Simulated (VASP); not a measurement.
Write the native input for VASP 6.6.1 that does the following.

```yaml
Task: single point
Functional: PBEsol
Potentials_or_basis: VASP PAW PBE potentials, release 64 (Si, N)
Cutoff: 520 eV
k_mesh: 2 × 2 × 2
Occupations: gaussian, width 0.02 eV
Spin: collinear spin, zero start
Starting_moments: "[0.0, 0.0, 0.0, 0.0, 0.0, 0.0, 0.0, 0.0, 0.0, 0.0, 0.0, 0.0, 0.0, 0.0, 0.0, 0.0, 0.0] μB"
Dipole_correction: no
Further_INCAR_settings: LREAL = Auto; ALGO = Normal; EDIFF = 1e-06; NBANDS = 52
```

The structure of Si16N (a cell with a defect) lies in POSCAR:

```
Si16N
1.0
    0.0000000000      5.4300000000      5.4300000000
    5.4300000000      0.0000000000      5.4300000000
    5.4300000000      5.4300000000      0.0000000000
Si N
16 1
Direct
    0.0000000000      0.0000000000      0.0000000000
    0.1250000000      0.1250000000      0.1250000000
    0.0000000000      0.0000000000      0.5000000000
    0.1250000000      0.1250000000      0.6250000000
    0.0000000000      0.5000000000      0.0000000000
    0.1250000000      0.6250000000      0.1250000000
    0.0000000000      0.5000000000      0.5000000000
    0.1250000000      0.6250000000      0.6250000000
    0.5000000000      0.0000000000      0.0000000000
    0.6250000000      0.1250000000      0.1250000000
    0.5000000000      0.0000000000      0.5000000000
    0.6250000000      0.1250000000      0.6250000000
    0.5000000000      0.5000000000      0.0000000000
    0.6250000000      0.6250000000      0.1250000000
    0.5000000000      0.5000000000      0.5000000000
    0.6250000000      0.6250000000      0.6250000000
    0.3726557090      0.3776612339      0.8779159300
```

These files were run (other wordings do the same):

INCAR

```
SYSTEM = Si16N
PREC = Accurate
ENCUT = 520
EDIFF = 1E-6
ISMEAR = 0
SIGMA = 0.02
LREAL = Auto
LASPH = .TRUE.
NELM = 150
ALGO = Normal
ISIF = 2
LWAVE = .FALSE.
LCHARG = .TRUE.
ISPIN = 2
MAGMOM = 0 0 0 0 0 0 0 0 0 0 0 0 0 0 0 0 0
LORBIT = 11
GGA = PS
LELF = .TRUE.
LVHAR = .TRUE.
NBANDS = 52
```

KPOINTS

```
Automatic mesh
0
G
  2 2 2
  0 0 0
```

Potentials or basis: VASP PAW PBE potentials, release 64 (Si, N).

Command:

```console
$ cat potpaw_PBE.64/Si/POTCAR potpaw_PBE.64/N/POTCAR > POTCAR
$ mpirun -np 1 vasp_std > vasp.out
```

Results of the run:

The pressure is 0.6 GPa and the largest force is 1.001 eV/Å. The net moment is 0.00 μB per cell and the valence electrons inside the program's atomic spheres are Si 1.70, 1.68, 1.69, 1.66, 1.72 (each value once); N 3.43.

Caveat: the k points lie up to 0.50 Å⁻¹ apart; the PAW data sets were made with another functional, which shifts forces and pressure a little.

Wall time 24 min on 1 thread of Intel Xeon 8259CL, on a shared host, peak memory 0.73 GiB.
